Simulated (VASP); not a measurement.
# SiSe2 (Ibam) in VASP: relaxation of cell and atoms with PBE+D3(BJ)

Aim: the relaxation of cell and atoms of SiSe2 with PBE+D3(BJ).

Program: VASP 6.6.1. These are calculated values, not measurements. Logs are shortened: lines on timing, memory, paths and dates and some standing lists are left out, and cuts for length are marked.

### Step 1. The cell of the first run

It takes space group Ibam (No. 72, orthorhombic). The conventional cell has a = 5.998 Å, b = 9.669 Å, c = 5.851 Å, α = 90.00°, β = 90.00°, γ = 90.00°. Si (site symmetry 222) has 4 Se at 2.27 Å and 2 Si at 2.93 Å within 3.0 Å. Se (site symmetry m) has 2 Si at 2.27 Å within 3.0 Å.

### Step 2. Relaxation of cell and atoms, PBE+D3(BJ)

File INCAR:

```
PREC = Accurate
ENCUT = 500
EDIFF = 1E-7
ISMEAR = 0
SIGMA = 0.02
LREAL = False
LASPH = True
NELM = 120
ALGO = Normal
ISIF = 3
LWAVE = False
LCHARG = False
GGA = PE
IVDW = 12
IBRION = 2
NSW = 100
EDIFFG = -0.005
GGA_COMPAT = False
NELMIN = 4
```

File KPOINTS:

```
Automatic mesh
0
Gamma
  8 8 8
```

File POSCAR:

```
SiSe2
1.0
   -2.9990000000      4.8345000000      2.9255000000
    2.9990000000     -4.8345000000      2.9255000000
    2.9990000000      4.8345000000     -2.9255000000
Si Se
2 4
Direct
    0.7500000000      0.7500000000      0.0000000000
    0.2500000000      0.2500000000      0.0000000000
    0.1234200000      0.2116300000      0.3350500000
    0.8765800000      0.7883700000      0.6649500000
    0.6234200000      0.2883700000      0.9117900000
    0.3765800000      0.7116300000      0.0882100000
```

Potentials or basis: VASP PAW PBE potentials, release 64 (Si, Se).

The run is started by

```console
$ cat potpaw_PBE.64/Si/POTCAR potpaw_PBE.64/Se/POTCAR > POTCAR
$ mpirun -np 1 vasp_std > vasp.out
```

OUTCAR:

```text
PREC = Accurate
   ENCUT = 500
   EDIFF = 1E-7
   ISMEAR = 0
   LREAL = False
   LASPH = True
   NELM = 120
   ISIF = 3
   GGA = PE
   IVDW = 12
   IBRION = 2
   NSW = 100
   EDIFFG = -0.005
   NELMIN = 4
 IVDW          = 12

 ion  position               nearest neighbor table
   1  0.750  0.750  0.000-   3 2.27   4 2.27   5 2.27   6 2.27   2 2.93   2 2.93
   2  0.250  0.250  0.000-   3 2.27   4 2.27   5 2.27   6 2.27   1 2.93   1 2.93
   3  0.123  0.212  0.335-   1 2.27   2 2.27
   4  0.877  0.788  0.665-   1 2.27   2 2.27
   5  0.623  0.288  0.912-   1 2.27   2 2.27
   6  0.377  0.712  0.088-   1 2.27   2 2.27

  LATTYP: Found a body centered orthorhombic cell.
 ALAT       =     5.8510000000
 B/A-ratio  =     1.0251239104
 C/A-ratio  =     1.6525380277

  Lattice vectors:

 A1 = (   2.9990000000,   4.8345000000,  -2.9255000000)
 A2 = (  -2.9990000000,   4.8345000000,   2.9255000000)
 A3 = (   2.9990000000,  -4.8345000000,   2.9255000000)

Analysis of symmetry for initial positions (statically):
=====================================================================
 Subroutine PRICEL returns:
 Original cell was already a primitive cell.

 Routine SETGRP: Setting up the symmetry group for a
 body centered orthorhombic supercell.

 Subroutine GETGRP returns: Found  8 space group operations
 (whereof  4 operations were pure point group operations)
 out of a pool of  8 trial point group operations.

The static configuration has the point symmetry C_2h.
 The point group associated with its full space group is D_2h.

Analysis of symmetry for dynamics (positions and initial velocities):
=====================================================================
 Subroutine PRICEL returns:
 Original cell was already a primitive cell.

 Routine SETGRP: Setting up the symmetry group for a
 body centered orthorhombic supercell.

 Subroutine GETGRP returns: Found  8 space group operations
 (whereof  4 operations were pure point group operations)
 out of a pool of  8 trial point group operations.

The dynamic configuration has the point symmetry C_2h.
 The point group associated with its full space group is D_2h.

 Subroutine INISYM returns: Found  8 space group operations
 (whereof  4 operations are pure point group operations),
 and found     1 'primitive' translations

----------------------------------------------------------------------------------------

                                     Primitive cell

  volume of cell :     169.6634

  direct lattice vectors                    reciprocal lattice vectors
    -2.999000000  4.834500000  2.925500000     0.000000000  0.103423312  0.170910955
     2.999000000 -4.834500000  2.925500000     0.166722241  0.000000000  0.170910955
     2.999000000  4.834500000 -2.925500000     0.166722241  0.103423312  0.000000000

  length of vectors
     6.397260468  6.397260468  6.397260468     0.199767205  0.238761094  0.196195532

  position of ions in fractional coordinates (direct lattice)
     0.750000000  0.750000000  0.000000000
     0.250000000  0.250000000  0.000000000
     0.123420000  0.211630000  0.335050000
     0.876580000  0.788370000  0.664950000
     0.623420000  0.288370000  0.911790000
     0.376580000  0.711630000  0.088210000

  ion indices of the primitive-cell ions
   primitive index   ion index
                 1           1
                 2           2
                 3           3
                 4           4
                 5           5
                 6           6

----------------------------------------------------------------------------------------

 KPOINTS: Automatic mesh

Automatic generation of k-mesh.
 Grid dimensions read from file:
 generate k-points for:    8    8    8

 Generating k-lattice:

  Cartesian coordinates                     Fractional coordinates (reciprocal lattice)
     0.000000000  0.012927914  0.021363869     0.125000000 -0.000000000  0.000000000
     0.020840280  0.000000000  0.021363869    -0.000000000  0.125000000  0.000000000
     0.020840280  0.012927914  0.000000000     0.000000000  0.000000000  0.125000000

  Length of vectors
     0.024970901  0.029845137  0.024524442

  Shift w.r.t. Gamma in fractional coordinates (k-lattice)
     0.000000000  0.000000000  0.000000000

 Subroutine IBZKPT returns following result:
 ===========================================

 Found     95 irreducible k-points:

 Following reciprocal coordinates:
            Coordinates               Weight
  0.000000  0.000000  0.000000      1.000000
  0.125000 -0.000000  0.000000      4.000000
  0.250000 -0.000000  0.000000      4.000000
  0.375000 -0.000000  0.000000      4.000000
  0.500000 -0.000000  0.000000      2.000000
 -0.000000  0.125000  0.000000      4.000000
[... 16 lines left out ...]
  0.125000  0.375000  0.000000      8.000000
  0.250000  0.375000  0.000000      8.000000
 [... further k-points ...]
   k-points           NKPTS =     95   k-points in BZ     NKDIM =     95   number of bands    NBANDS=     20
   number of dos      NEDOS =    301   number of ions     NIONS =      6
   total plane-waves  NPLWV = 110592
   dimension x,y,z NGX =    48 NGY =   48 NGZ =   48
   dimension x,y,z NGXF=    96 NGYF=   96 NGZF=   96
   ions per type =               2   4
   NGX,Y,Z   is equivalent  to a cutoff of  12.47, 12.47, 12.47 a.u.
   NGXF,Y,Z  is equivalent  to a cutoff of  24.95, 24.95, 24.95 a.u.
 SYSTEM =  unknown system
   PREC   = accura    normal or accurate (medium, high low for compatibility)
   ISTART =      0    job   : 0-new  1-cont  2-samecut
   ICHARG =      2    charge: 1-file 2-atom 10-const
   ISPIN  =      1    spin polarized calculation?
   LNONCOLLINEAR =      F non collinear calculations
   LSORBIT =      F    spin-orbit coupling
   LASPH  =      T    aspherical Exc in radial PAW
   ENCUT  =  500.0 eV  36.75 Ry    6.06 a.u.  11.66 11.66 11.66*2*pi/ulx,y,z
   NELM   =    120;   NELMIN=  4; NELMDL= -5     # of ELM steps
   EDIFF  = 0.1E-06   stopping-criterion for ELM
   LREAL  =      F    real-space projection
   EDIFFG = -.5E-02   stopping-criterion for IOM
   NSW    =    100    number of steps for IOM
   IBRION =      2    ionic relax: 0-MD 1-quasi-New 2-CG
   NFREE  =      1    steps in history (QN), initial steepest desc. (CG)
   ISIF   =      3    stress and relaxation
   ISYM   =      2    0-nonsym 1-usesym 2-fastsym
   POTIM  = 0.5000    time-step for ionic-motion
   TEBEG  =    0.0;   TEEND  =   0.0 temperature during run
   PSTRESS=    0.0 pullay stress
   NELECT =      32.0000    total number of electrons
   NUPDOWN=      -1.0000    fix difference up-down
   EMIN   =  10.00;   EMAX   =-10.00  energy-range for DOS
   EFERMI =   0.00;   METHOD = LEGACY
   ISMEAR =     0;   SIGMA  =   0.02  broadening in eV -4-tet -1-fermi 0-gaus
   EFERMI_NEDOS =   21; number of points for ismear=-14 and -15
   IALGO  =     38    algorithm
   IMIX   =      4    mixing-type and parameters
     AMIX     =   0.40;   BMIX     =  1.00
     AMIX_MAG =   1.60;   BMIX_MAG =  1.00
  volume/ion in A,a.u.               =      28.28       190.82
  Fermi-wavevector in a.u.,A,eV,Ry     =   0.938848  1.774166 11.992668  0.881436
  Thomas-Fermi vector in A             =   2.066101
   LORBIT       =      0    0 simple, 1 ext, 2 COOP (PROOUT), +10 PAW based schemes
   GGA     = PE    functional components
   LHFCALC =     F    Hartree Fock is set to
   AEXX    =    0.0000 exact exchange contribution
   IVDW    =    12    specifies the selected vdW correction
   LEPSILON=     F    determine dielectric tensor
   LRPA    =     F    only Hartree local field effects (RPA)
 conjugate gradient relaxation of ions
 non-spin polarized calculation
 Gauss-broadening in eV      SIGMA  =   0.02
  energy-cutoff  :      500.00
  volume of cell :      169.66
 maximum number of plane-waves:      4334
   NGX = 23   NGY = 23   NGZ = 23

--------------------------------------- Ionic step        1  -------------------------------------------

 number of electron      32.0000001 magnetization

 Free energy of the ion-electron system (eV)
  ---------------------------------------------------
  ext. energy  EPLUGINS =         0.00000000
  ---------------------------------------------------
  free energy    TOTEN  =       -27.44047326 eV

  energy without entropy =      -27.44047326  energy(sigma->0) =      -27.44047326

------------------------ aborting loop because EDIFF is reached ----------------------------------------

 Edisp (eV)   -1.60423

 E8    (eV) :    -0.6567

  FORCE on cell =-STRESS in cart. coord.  units (eV):
  Direction    XX          YY          ZZ          XY          YZ          ZX
  --------------------------------------------------------------------------------------
  -------------------------------------------------------------------------------------
  Total       1.37760     1.12828     1.35254     0.00000     0.00000     0.00000
  in kB      13.00904    10.65467    12.77242     0.00000     0.00000     0.00000
  external pressure =       12.15 kB  Pullay stress =        0.00 kB
[... 109 lines left out ...]
  FREE ENERGIE OF THE ION-ELECTRON SYSTEM (eV)
  ---------------------------------------------------
  free  energy   TOTEN  =       -29.0665746183 eV

  energy  without entropy=      -29.0665746183  energy(sigma->0) =      -29.06657462

[... ionic steps 4 to 14 ...]

--------------------------------------- Ionic step       15  -------------------------------------------

 number of electron      32.0000000 magnetization

------------------------ aborting loop because EDIFF is reached ----------------------------------------

 Edisp (eV)   -1.68890

 E8    (eV) :    -0.6933
[... 77 lines left out ...]
  energy  without entropy=      -29.0874422448  energy(sigma->0) =      -29.08744224

--------------------------------------- Ionic step       17  -------------------------------------------

 number of electron      32.0000000 magnetization

 Free energy of the ion-electron system (eV)
  ---------------------------------------------------
  ext. energy  EPLUGINS =         0.00000000
  ---------------------------------------------------
  free energy    TOTEN  =       -27.39837033 eV

  energy without entropy =      -27.39837033  energy(sigma->0) =      -27.39837033

 E-fermi :   2.2896     XC(G=0):  -8.4396

 val. band max:        2.2052542287   @ k =  -0.3750   0.3750   0.2500
 cond. band min:       3.7117909841   @ k =   0.5000   0.5000   0.5000
 fundamental gap:      1.5065367555
 Fermi energy:         2.2895509995

 k-point     1 :       0.0000    0.0000    0.0000
  band No.  band energies     occupation
      1     -12.2497      2.00000
      2     -10.4194      2.00000
      3     -10.1315      2.00000
      4      -9.8490      2.00000
      5      -5.3137      2.00000
      6      -4.3221      2.00000
[... 12 lines left out ...]
     19       5.1067      0.00000
[... 513 lines left out ...]
      4     -10.1567      2.00000
      5      -4.7463      2.00000
      6      -4.3024      2.00000
[... 12 lines left out ...]
     19       6.0703      0.00000
     20       6.2009      0.00000

 [... further k-points ...]

------------------------ aborting loop because EDIFF is reached ----------------------------------------

 Edisp (eV)   -1.68913

 E8    (eV) :    -0.6934

  FORCE on cell =-STRESS in cart. coord.  units (eV):
  Direction    XX          YY          ZZ          XY          YZ          ZX
  --------------------------------------------------------------------------------------
  -------------------------------------------------------------------------------------
  Total      -0.02882    -0.00151     0.00638    -0.00000     0.00000     0.00000
  in kB      -0.28405    -0.01492     0.06286    -0.00000     0.00000     0.00000
  external pressure =       -0.08 kB  Pullay stress =        0.00 kB
[... 21 lines left out ...]
  FREE ENERGIE OF THE ION-ELECTRON SYSTEM (eV)
  ---------------------------------------------------
  free  energy   TOTEN  =       -29.0875050755 eV

  energy  without entropy=      -29.0875050755  energy(sigma->0) =      -29.08750508

 reached required accuracy - stopping structural energy minimisation
```

Run time: 27 min. Hardware: 1 thread of Intel Xeon 6975P-C (Granite Rapids), shared host; peak memory 0.53 GiB.

What came out:

```yaml
Free_energy: -29.0875 eV
Relaxed_volume: 27.09 Å³/atom
Relaxed_cell: a = 6.284 Å, b = 6.284 Å, c = 6.284 Å, α = 124.04°, β = 82.67°, γ = 124.60°
Space_group_after_relaxing_to_0.05_Å: Ibam (No. 72)
Energy_gained_by_relaxing: 7.1 meV/atom
Ionic_steps: 17
Pressure_after_relaxing: 0.0 GPa
Largest_force_after_relaxing: 0.003 eV/Å
Band_gap_on_the_k_mesh: 1.51 eV, indirect (least direct gap 1.75 eV)
Dispersion_energy_per_atom: -0.282 eV
```

Forces on the atoms (eV/Å):
```
Si   0.000  0.000  0.000
Si   0.000  0.000  0.000
Se   0.003 -0.001  0.000
Se  -0.003  0.001  0.000
Se  -0.003 -0.001  0.000
Se   0.003  0.001  0.000
```

The path:
```csv
step,energy change (eV),largest force (eV/Å),pressure (GPa),volume (Å³)
1,0.0000,0.5145,1.21,169.66
2,0.0015,0.3062,-1.74,174.98
3,-0.0219,0.0977,-0.30,172.23
4,-0.0255,0.0822,-0.25,171.29
5,-0.0313,0.0383,-0.09,168.50
6,-0.0316,0.0266,-0.05,167.73
7,-0.0346,0.0197,-0.06,166.84
8,-0.0408,0.0217,-0.07,164.20
9,-0.0372,0.0681,0.01,158.94
10,-0.0421,0.0320,-0.04,162.48
11,-0.0422,0.0333,-0.03,162.33
12,-0.0423,0.0263,0.09,162.18
13,-0.0423,0.0265,0.09,162.18
14,-0.0425,0.0230,0.06,162.27
15,-0.0427,0.0125,-0.02,162.56
16,-0.0427,0.0097,-0.01,162.56
17,-0.0428,0.0033,-0.01,162.55
```

Final structure:
```
Si Se
1.0
    -2.94831    4.71865    2.92098
     2.94831   -4.71865    2.92098
     2.94831    4.71865   -2.92098
Si Se
2 4
Direct
  0.75000 0.75000 0.00000
  0.25000 0.25000 0.00000
  0.12679 0.22178 0.34857
  0.87321 0.77822 0.65142
  0.62679 0.27822 0.90501
  0.37321 0.72178 0.09499
```

A k mesh can miss the band edges. Expect the measured gap to be larger: semilocal functionals such as PBE lack the derivative discontinuity.
